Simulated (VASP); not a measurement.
# MoSe (P6_3/mmc) in VASP: further runs

Runs on MoSe. Level: PBE+U. Tasks: single point.

Program: VASP 6.6.1. These are calculated values, not measurements. Logs are shortened: lines on timing, memory, paths and dates and some standing lists are left out, and cuts for length are marked.

## Step 1: The cell of the first run

The structure is hexagonal, space group P6_3/mmc (No. 194). The conventional cell has a = 4.151 Å, b = 4.151 Å, c = 7.036 Å, α = 90.00°, β = 90.00°, γ = 120.00°. Within 3.9 Å of Mo (site symmetry -3m) lie 6 Se at 2.97 Å and 2 Mo at 3.52 Å. Within 3.9 Å of Se (site symmetry -6m2) lie 6 Mo at 2.97 Å.

## Step 2: Single point, PBE+U

Input file INCAR:

```
ALGO = Normal
EDIFF = 1E-6
ENCUT = 520
GGA = PE
ISIF = 2
ISMEAR = 0
LASPH = T
LCHARG = F
LDAU = T
LDAUJ = 0 0
LDAUL = 2 -1
LDAUPRINT = 1
LDAUTYPE = 2
LDAUU = 4.38 0
LMAXMIX = 4
LREAL = F
LWAVE = F
NBANDS = 28
NELM = 150
PREC = Accurate
SIGMA = 0.1
```

Input file KPOINTS:

```
k-points
0
Gamma
  12 12 6
```

Input file POSCAR:

```
MoSe
1.0
    4.1508128322      0.0000000000      0.0000000000
   -2.0754064161      3.5947093590      0.0000000000
    0.0000000000      0.0000000000      7.0357817489
Mo Se
2 2
Direct
    0.0000000000      0.0000000000      0.0000000000
    0.0000000000      0.0000000000      0.5000000000
    0.3333333333      0.6666666667      0.2500000000
    0.6666666667      0.3333333333      0.7500000000
```

Potentials or basis: VASP PAW PBE potentials, release 64 (Mo_sv, Se).

The run is started by

```sh
> cat potpaw_PBE.64/Mo_sv/POTCAR potpaw_PBE.64/Se/POTCAR > POTCAR
> mpirun -np 1 vasp_std > vasp.out
```

OUTCAR:

```text
EDIFF = 1E-6
   ENCUT = 520
   GGA = PE
   ISIF = 2
   ISMEAR = 0
   LASPH = T
   LREAL = F
   NELM = 150
   PREC = Accurate

 ion  position               nearest neighbor table
   1  0.000  0.000  0.000-   3 2.97   4 2.97   3 2.97   4 2.97   4 2.97   3 2.97
   2  0.000  0.000  0.500-   3 2.97   4 2.97   3 2.97   4 2.97   4 2.97   3 2.97
   3  0.333  0.667  0.250-   1 2.97   2 2.97   1 2.97   2 2.97   1 2.97   2 2.97
   4  0.667  0.333  0.750-   1 2.97   2 2.97   1 2.97   2 2.97   1 2.97   2 2.97

  LATTYP: Found a hexagonal cell.
 ALAT       =     4.1508128322
 C/A-ratio  =     1.6950371008

  Lattice vectors:

 A1 = (   4.1508128322,   0.0000000000,   0.0000000000)
 A2 = (  -2.0754064161,   3.5947093590,   0.0000000000)
 A3 = (   0.0000000000,   0.0000000000,   7.0357817489)

Analysis of symmetry for initial positions (statically):
=====================================================================
 Subroutine PRICEL returns:
 Original cell was already a primitive cell.

 Routine SETGRP: Setting up the symmetry group for a
 hexagonal supercell.

 Subroutine GETGRP returns: Found 24 space group operations
 (whereof 12 operations were pure point group operations)
 out of a pool of 24 trial point group operations.

The static configuration has the point symmetry D_3d.
 The point group associated with its full space group is D_6h.

Analysis of symmetry for dynamics (positions and initial velocities):
=====================================================================
 Subroutine PRICEL returns:
 Original cell was already a primitive cell.

 Routine SETGRP: Setting up the symmetry group for a
 hexagonal supercell.

 Subroutine GETGRP returns: Found 24 space group operations
 (whereof 12 operations were pure point group operations)
 out of a pool of 24 trial point group operations.

The dynamic configuration has the point symmetry D_3d.
 The point group associated with its full space group is D_6h.

 Subroutine INISYM returns: Found 24 space group operations
 (whereof 12 operations are pure point group operations),
 and found     1 'primitive' translations

----------------------------------------------------------------------------------------

                                     Primitive cell

  volume of cell :     104.9807

  direct lattice vectors                    reciprocal lattice vectors
     4.150812832  0.000000000  0.000000000     0.240916669  0.139093304  0.000000000
    -2.075406416  3.594709359  0.000000000     0.000000000  0.278186607  0.000000000
     0.000000000  0.000000000  7.035781749     0.000000000  0.000000000  0.142130617

  length of vectors
     4.150812832  4.150812832  7.035781749     0.278186607  0.278186607  0.142130617

  position of ions in fractional coordinates (direct lattice)
     0.000000000  0.000000000  0.000000000
     0.000000000  0.000000000  0.500000000
     0.333333333  0.666666667  0.250000000
     0.666666667  0.333333333  0.750000000

  ion indices of the primitive-cell ions
   primitive index   ion index
                 1           1
                 2           2
                 3           3
                 4           4

----------------------------------------------------------------------------------------

 KPOINTS: k-points

Automatic generation of k-mesh.
 Grid dimensions read from file:
 generate k-points for:   12   12    6

 Generating k-lattice:

  Cartesian coordinates                     Fractional coordinates (reciprocal lattice)
     0.020076389  0.011591109  0.000000000     0.083333333  0.000000000  0.000000000
     0.000000000  0.023182217  0.000000000     0.000000000  0.083333333  0.000000000
     0.000000000  0.000000000  0.023688436     0.000000000  0.000000000  0.166666667

  Length of vectors
     0.023182217  0.023182217  0.023688436

  Shift w.r.t. Gamma in fractional coordinates (k-lattice)
     0.000000000  0.000000000  0.000000000

 Subroutine IBZKPT returns following result:
 ===========================================
[... 48 lines left out ...]
   EDIFF  = 0.1E-05   stopping-criterion for ELM
   LREAL  =      F    real-space projection
   EDIFFG = 0.1E-04   stopping-criterion for IOM
   NSW    =      0    number of steps for IOM
   IBRION =     -1    ionic relax: 0-MD 1-quasi-New 2-CG
   NFREE  =      0    steps in history (QN), initial steepest desc. (CG)
   ISIF   =      2    stress and relaxation
   ISYM   =      2    0-nonsym 1-usesym 2-fastsym
   POTIM  = 0.5000    time-step for ionic-motion
   TEBEG  =    0.0;   TEEND  =   0.0 temperature during run
   PSTRESS=    0.0 pullay stress
   NELECT =      40.0000    total number of electrons
   NUPDOWN=      -1.0000    fix difference up-down
   EMIN   =  10.00;   EMAX   =-10.00  energy-range for DOS
   EFERMI =   0.00;   METHOD = LEGACY
   ISMEAR =     0;   SIGMA  =   0.10  broadening in eV -4-tet -1-fermi 0-gaus
   EFERMI_NEDOS =   21; number of points for ismear=-14 and -15
   IALGO  =     38    algorithm
   IMIX   =      4    mixing-type and parameters
     AMIX     =   0.40;   BMIX     =  1.00
     AMIX_MAG =   1.60;   BMIX_MAG =  1.00
  volume/ion in A,a.u.               =      26.25       177.11
  Fermi-wavevector in a.u.,A,eV,Ry     =   1.186839  2.242800 19.164980  1.408586
  Thomas-Fermi vector in A             =   2.323003
   LORBIT       =      0    0 simple, 1 ext, 2 COOP (PROOUT), +10 PAW based schemes
 LDA+U is selected, type is set to LDAUTYPE =  2
   angular momentum for each species LDAUL =     2   -1
   U (eV)           for each species LDAUU =   4.4  0.0
   J (eV)           for each species LDAUJ =   0.0  0.0
   GGA     = PE    functional components
   LHFCALC =     F    Hartree Fock is set to
   AEXX    =    0.0000 exact exchange contribution
   IVDW    =     0    specifies the selected vdW correction
   LEPSILON=     F    determine dielectric tensor
   LRPA    =     F    only Hartree local field effects (RPA)
 non-spin polarized calculation
 Gauss-broadening in eV      SIGMA  =   0.10
  energy-cutoff  :      520.00
  volume of cell :      104.98
 maximum number of plane-waves:      2858
 NGX is ok and might be reduce to    32
   NGX = 15   NGY = 15   NGZ = 27

atom =   1  type =  1  l = 2

 onsite density matrix

spin component  1

  0.4464  0.0000  0.0000  0.3423 -0.0000
  0.0000  0.4685 -0.0000 -0.0000  0.3423
  0.0000 -0.0000  0.0748  0.0000 -0.0000
  0.3423 -0.0000  0.0000  0.4685 -0.0000
 -0.0000  0.3423 -0.0000 -0.0000  0.4464

spin component  2

  0.4464  0.0000  0.0000  0.3423 -0.0000
  0.0000  0.4685 -0.0000 -0.0000  0.3423
  0.0000 -0.0000  0.0748  0.0000 -0.0000
  0.3423 -0.0000  0.0000  0.4685 -0.0000
 -0.0000  0.3423 -0.0000 -0.0000  0.4464

 occupancies and eigenvectors

  o =  0.0748  v =  0.0000 -0.0000  1.0000  0.0000  0.0000  0.0000  0.0000  0.0000  0.0000  0.0000      0.0000  0.0000  0.0000  0.0000  0.0000  0.0000  0.0000  0.0000  0.0000  0.0000
  o =  0.0748  v =  0.0000  0.0000  0.0000  0.0000  0.0000  0.0000 -0.0000  1.0000  0.0000  0.0000      0.0000  0.0000  0.0000  0.0000  0.0000  0.0000  0.0000  0.0000  0.0000  0.0000
  o =  0.1149  v =  0.0000 -0.6956 -0.0000  0.0000  0.7184  0.0000  0.0000  0.0000  0.0000  0.0000      0.0000  0.0000  0.0000  0.0000  0.0000  0.0000  0.0000  0.0000  0.0000  0.0000
  o =  0.1149  v =  0.0000  0.0000  0.0000  0.0000  0.0000  0.0000 -0.6956 -0.0000  0.0000  0.7184      0.0000  0.0000  0.0000  0.0000  0.0000  0.0000  0.0000  0.0000  0.0000  0.0000
  o =  0.1149  v =  0.0000  0.0000  0.0000  0.0000  0.0000 -0.7184  0.0000  0.0000  0.6956 -0.0000      0.0000  0.0000  0.0000  0.0000  0.0000  0.0000  0.0000  0.0000  0.0000  0.0000
  o =  0.1149  v = -0.7184  0.0000  0.0000  0.6956 -0.0000  0.0000  0.0000  0.0000  0.0000  0.0000      0.0000  0.0000  0.0000  0.0000  0.0000  0.0000  0.0000  0.0000  0.0000  0.0000
  o =  0.8000  v =  0.0000  0.7184 -0.0000  0.0000  0.6956  0.0000  0.0000  0.0000  0.0000  0.0000      0.0000  0.0000  0.0000  0.0000  0.0000  0.0000  0.0000  0.0000  0.0000  0.0000
  o =  0.8000  v =  0.0000  0.0000  0.0000  0.0000  0.0000  0.0000  0.7184 -0.0000  0.0000  0.6956      0.0000  0.0000  0.0000  0.0000  0.0000  0.0000  0.0000  0.0000  0.0000  0.0000
  o =  0.8000  v =  0.0000  0.0000  0.0000  0.0000  0.0000 -0.6956  0.0000 -0.0000 -0.7184  0.0000      0.0000  0.0000  0.0000  0.0000  0.0000  0.0000  0.0000  0.0000  0.0000  0.0000
  o =  0.8000  v = -0.6956  0.0000 -0.0000 -0.7184  0.0000  0.0000  0.0000  0.0000  0.0000  0.0000      0.0000  0.0000  0.0000  0.0000  0.0000  0.0000  0.0000  0.0000  0.0000  0.0000

atom =   2  type =  1  l = 2

 onsite density matrix

spin component  1

  0.4464 -0.0000  0.0000 -0.3423 -0.0000
 -0.0000  0.4685  0.0000 -0.0000 -0.3423
  0.0000  0.0000  0.0748 -0.0000 -0.0000
 -0.3423 -0.0000 -0.0000  0.4685  0.0000
 -0.0000 -0.3423 -0.0000  0.0000  0.4464

spin component  2

  0.4464 -0.0000  0.0000 -0.3423 -0.0000
 -0.0000  0.4685  0.0000 -0.0000 -0.3423
  0.0000  0.0000  0.0748 -0.0000 -0.0000
 -0.3423 -0.0000 -0.0000  0.4685  0.0000
 -0.0000 -0.3423 -0.0000  0.0000  0.4464

 occupancies and eigenvectors

  o =  0.0748  v = -0.0000  0.0000  1.0000 -0.0000  0.0000  0.0000  0.0000  0.0000  0.0000  0.0000      0.0000  0.0000  0.0000  0.0000  0.0000  0.0000  0.0000  0.0000  0.0000  0.0000
  o =  0.0748  v =  0.0000  0.0000  0.0000  0.0000  0.0000 -0.0000  0.0000  1.0000 -0.0000  0.0000      0.0000  0.0000  0.0000  0.0000  0.0000  0.0000  0.0000  0.0000  0.0000  0.0000
  o =  0.1149  v = -0.0000 -0.6956  0.0000 -0.0000 -0.7184  0.0000  0.0000  0.0000  0.0000  0.0000      0.0000  0.0000  0.0000  0.0000  0.0000  0.0000  0.0000  0.0000  0.0000  0.0000
  o =  0.1149  v =  0.0000  0.0000  0.0000  0.0000  0.0000 -0.0000 -0.6956  0.0000 -0.0000 -0.7184      0.0000  0.0000  0.0000  0.0000  0.0000  0.0000  0.0000  0.0000  0.0000  0.0000
  o =  0.1149  v =  0.0000  0.0000  0.0000  0.0000  0.0000  0.7184 -0.0000  0.0000  0.6956 -0.0000      0.0000  0.0000  0.0000  0.0000  0.0000  0.0000  0.0000  0.0000  0.0000  0.0000
  o =  0.1149  v =  0.7184 -0.0000  0.0000  0.6956 -0.0000  0.0000  0.0000  0.0000  0.0000  0.0000      0.0000  0.0000  0.0000  0.0000  0.0000  0.0000  0.0000  0.0000  0.0000  0.0000
  o =  0.8000  v =  0.0000  0.0000  0.0000  0.0000  0.0000 -0.0000  0.7184  0.0000  0.0000 -0.6956      0.0000  0.0000  0.0000  0.0000  0.0000  0.0000  0.0000  0.0000  0.0000  0.0000
  o =  0.8000  v = -0.0000  0.7184  0.0000  0.0000 -0.6956  0.0000  0.0000  0.0000  0.0000  0.0000      0.0000  0.0000  0.0000  0.0000  0.0000  0.0000  0.0000  0.0000  0.0000  0.0000
  o =  0.8000  v = -0.6956 -0.0000 -0.0000  0.7184  0.0000  0.0000  0.0000  0.0000  0.0000  0.0000      0.0000  0.0000  0.0000  0.0000  0.0000  0.0000  0.0000  0.0000  0.0000  0.0000
  o =  0.8000  v =  0.0000  0.0000  0.0000  0.0000  0.0000 -0.6956 -0.0000 -0.0000  0.7184  0.0000      0.0000  0.0000  0.0000  0.0000  0.0000  0.0000  0.0000  0.0000  0.0000  0.0000

 number of electron      40.0000008 magnetization

 Free energy of the ion-electron system (eV)
  ---------------------------------------------------
  ext. energy  EPLUGINS =         0.00000000
  ---------------------------------------------------
  free energy    TOTEN  =       -16.43000303 eV

  energy without entropy =      -16.42185943  energy(sigma->0) =      -16.42593123

 E-fermi :   4.6462     XC(G=0):  -9.7696

 val. band max:        4.6408168084   @ k =   0.3333   0.3333   0.3333
 cond. band min:       4.6909110239   @ k =   0.3333   0.3333   0.5000
 fundamental gap:      0.0500942155
 Fermi energy:         4.6461748359

 k-point     1 :       0.0000    0.0000    0.0000
  band No.  band energies     occupation
      1     -56.3473      2.00000
      2     -56.3430      2.00000
      3     -30.8123      2.00000
      4     -30.7378      2.00000
      5     -30.1942      2.00000
      6     -30.1942      2.00000
[... 733 lines left out ...]
     27       8.1160      0.00000
     28       9.5124      0.00000

 [... further k-points ...]

------------------------ aborting loop because EDIFF is reached ----------------------------------------

  FORCE on cell =-STRESS in cart. coord.  units (eV):
  Direction    XX          YY          ZZ          XY          YZ          ZX
  --------------------------------------------------------------------------------------
  -------------------------------------------------------------------------------------
  Total       -8.8789112     -8.8789112     -9.5011174      0.0000000      0.0000000      0.0000000
  in kB     -135.5067724   -135.5067724   -145.0026625      0.0000000      0.0000000      0.0000000
  external PRESSURE =    -138.6720691 kB  Pullay stress =       0.0000000 kB

 VOLUME and BASIS-vectors are now :
 -----------------------------------------------------------------------------
  energy-cutoff  :      520.00
  volume of cell :      104.98
      direct lattice vectors                 reciprocal lattice vectors
     4.150812832  0.000000000  0.000000000     0.240916669  0.139093304  0.000000000
    -2.075406416  3.594709359  0.000000000     0.000000000  0.278186607  0.000000000
     0.000000000  0.000000000  7.035781749     0.000000000  0.000000000  0.142130617

 POSITION                                       TOTAL-FORCE (eV/Angst)
 -----------------------------------------------------------------------------------
      0.00000      0.00000      0.00000        -0.000000     -0.000000      0.000000
      0.00000      0.00000      3.51789        -0.000000     -0.000000      0.000000
     -0.00000      2.39647      1.75895         0.000000     -0.000000      0.000000
      2.07541      1.19824      5.27684        -0.000000      0.000000     -0.000000
 -----------------------------------------------------------------------------------
    total drift:                                0.000000     -0.000000      0.000000

  FREE ENERGIE OF THE ION-ELECTRON SYSTEM (eV)
  ---------------------------------------------------
  free  energy   TOTEN  =       -16.4300030335 eV

  energy  without entropy=      -16.4218594312  energy(sigma->0) =      -16.42593123
```

Wall time 7.5 min (1 thread of Intel Xeon 8259CL, shared host); peak memory 0.35 GiB.

Results:

* Free energy: -16.4300 eV
* Pressure: -13.9 GPa
* Band gap on the k mesh: zero (bands 20 and 21 overlap by 0.52 eV)

Eigenvalues of the final occupation matrices:
```csv
site,spin,trace,eigenvalues
site 1 d,1,1.90,0.07 0.11 0.11 0.80 0.80
site 1 d,2,1.90,0.07 0.11 0.11 0.80 0.80
site 2 d,1,1.90,0.07 0.11 0.11 0.80 0.80
site 2 d,2,1.90,0.07 0.11 0.11 0.80 0.80
```

Caveat: the cell stands under tension; U without spin polarisation on a metal has little footing.

## Step 3: Single point, PBE+U

This run uses another cell than the first one, of 28.15 Å³/atom.

Input file INCAR:

```
ALGO = Normal ; EDIFF = 1E-6
ENCUT = 520 ; GGA = PE
ISIF = 2 ; ISMEAR = 0
LASPH = T ; LCHARG = T
LDAU = T ; LDAUJ = 0 0
LDAUL = 2 -1 ; LDAUPRINT = 1
LDAUTYPE = 2 ; LDAUU = 4.38 0
LELF = T ; LMAXMIX = 4
LREAL = F ; LVHAR = T
LWAVE = F ; NBANDS = 28
NELM = 150 ; PREC = Accurate
SIGMA = 0.1
```

KPOINTS is that of step 2.

Input file POSCAR:

```
MoSe
1.0
    4.2490932099      0.0000000000      0.0000000000
   -2.1245466050      3.6798226629      0.0000000000
    0.0000000000      0.0000000000      7.2023706354
Mo Se
2 2
Direct
    0.0000000000      0.0000000000      0.0000000000
    0.0000000000      0.0000000000      0.5000000000
    0.3333333333      0.6666666667      0.2500000000
    0.6666666667      0.3333333333      0.7500000000
```

Potentials or basis: VASP PAW PBE potentials, release 64 (Mo_sv, Se).

The run is started by

```sh
> cat potpaw_PBE.64/Mo_sv/POTCAR potpaw_PBE.64/Se/POTCAR > POTCAR
> mpirun -np 1 vasp_std > vasp.out
```

OUTCAR:

```text
EDIFF = 1E-6
   ENCUT = 520
   GGA = PE
   ISIF = 2
   ISMEAR = 0
   LASPH = T
   LREAL = F
   NELM = 150
   PREC = Accurate

 ion  position               nearest neighbor table
   1  0.000  0.000  0.000-   3 3.04   4 3.04   4 3.04   3 3.04   4 3.04   3 3.04
   2  0.000  0.000  0.500-   3 3.04   4 3.04   4 3.04   3 3.04   4 3.04   3 3.04
   3  0.333  0.667  0.250-   1 3.04   2 3.04   1 3.04   2 3.04   1 3.04   2 3.04
[... 1019 lines left out ...]
  Direction    XX          YY          ZZ          XY          YZ          ZX
  --------------------------------------------------------------------------------------
  -------------------------------------------------------------------------------------
  Total       -9.4730676     -9.4730676    -10.5337629      0.0000000      0.0000000      0.0000000
  in kB     -134.7729092   -134.7729092   -149.8633745      0.0000000      0.0000000      0.0000000
  external PRESSURE =    -139.8030643 kB  Pullay stress =       0.0000000 kB

 VOLUME and BASIS-vectors are now :
 -----------------------------------------------------------------------------
  energy-cutoff  :      520.00
  volume of cell :      112.62
      direct lattice vectors                 reciprocal lattice vectors
     4.249093210  0.000000000  0.000000000     0.235344331  0.135876113  0.000000000
    -2.124546605  3.679822663  0.000000000     0.000000000  0.271752226  0.000000000
     0.000000000  0.000000000  7.202370635     0.000000000  0.000000000  0.138843174

 POSITION                                       TOTAL-FORCE (eV/Angst)
 -----------------------------------------------------------------------------------
      0.00000      0.00000      0.00000        -0.000000      0.000000      0.000000
      0.00000      0.00000      3.60119        -0.000000      0.000000      0.000000
     -0.00000      2.45322      1.80059        -0.000000      0.000000     -0.000000
      2.12455      1.22661      5.40178         0.000000     -0.000000      0.000000
 -----------------------------------------------------------------------------------
    total drift:                                0.000000     -0.000000      0.000000

  FREE ENERGIE OF THE ION-ELECTRON SYSTEM (eV)
  ---------------------------------------------------
  free  energy   TOTEN  =       -15.7674558365 eV

  energy  without entropy=      -15.7645243366  energy(sigma->0) =      -15.76599009
```

OSZICAR:

```text
N       E                     dE             d eps       ncg     rms          rms(c)
DAV:   1     0.309633811097E+03    0.30963E+03   -0.21202E+04  4848   0.130E+03
DAV:   2    -0.100444515640E+00   -0.30973E+03   -0.30273E+03  5096   0.340E+02
[... 12 lines left out ...]
DAV:  15    -0.157673297818E+02   -0.10545E-02   -0.66891E-03  5188   0.378E-01    0.534E-02
DAV:  16    -0.157672151796E+02    0.11460E-03   -0.51675E-04  4956   0.115E-01    0.608E-02
DAV:  17    -0.157672817188E+02   -0.66539E-04   -0.25380E-03  4956   0.162E-01    0.503E-02
DAV:  18    -0.157674519272E+02   -0.17021E-03   -0.74603E-04  4912   0.903E-02    0.851E-03
DAV:  19    -0.157674566059E+02   -0.46787E-05   -0.10814E-05  3960   0.124E-02    0.304E-03
DAV:  20    -0.157674558365E+02    0.76933E-06   -0.62804E-07  2376   0.347E-03
   1 F= -.15767456E+02 E0= -.15765990E+02  d E =-.293150E-02
```

Run time: 6.8 min. Hardware: 1 thread of Intel Xeon 8259CL, shared host; peak memory 0.36 GiB.

Results:

| Item | Value |
| --- | --- |
| Free energy | -15.7675 eV |
| Pressure | -14.0 GPa |
| Band gap on the k mesh | zero (bands 20 and 21 overlap by 0.15 eV) |

Stress tensor (GPa, compression positive):
```
-13.48   0.00   0.00
  0.00 -13.48   0.00
  0.00   0.00 -14.99
```

Levels at points of the mesh, in eV from the Fermi level:
```csv
k point,band 18,band 19,band 20,band 21,band 22,band 23
"(0.00, 0.00, 0.00)",-1.10,-0.88,-0.88,-0.19,0.78,1.33
"(0.50, 0.00, 0.00)",-1.09,-0.62,-0.17,1.08,1.84,2.01
"(0.00, 0.00, 0.50)",-1.16,-1.16,-1.16,0.78,0.78,2.57
"(0.50, 0.00, 0.50)",-1.14,-0.29,-0.29,1.62,1.62,2.37
```

Eigenvalues of the final occupation matrices:
| site | spin | trace | eigenvalues |
| --- | --- | --- | --- |
| site 1 d | 1 | 1.90 | 0.05 0.10 0.10 0.82 0.82 |
| site 1 d | 2 | 1.90 | 0.05 0.10 0.10 0.82 0.82 |
| site 2 d | 1 | 1.90 | 0.05 0.10 0.10 0.82 0.82 |
| site 2 d | 2 | 1.90 | 0.05 0.10 0.10 0.82 0.82 |

Caveat: the cell stands under tension; U without spin polarisation on a metal has little footing.

The gap in the log of VASP goes by the Fermi energy; the results here count the filled bands.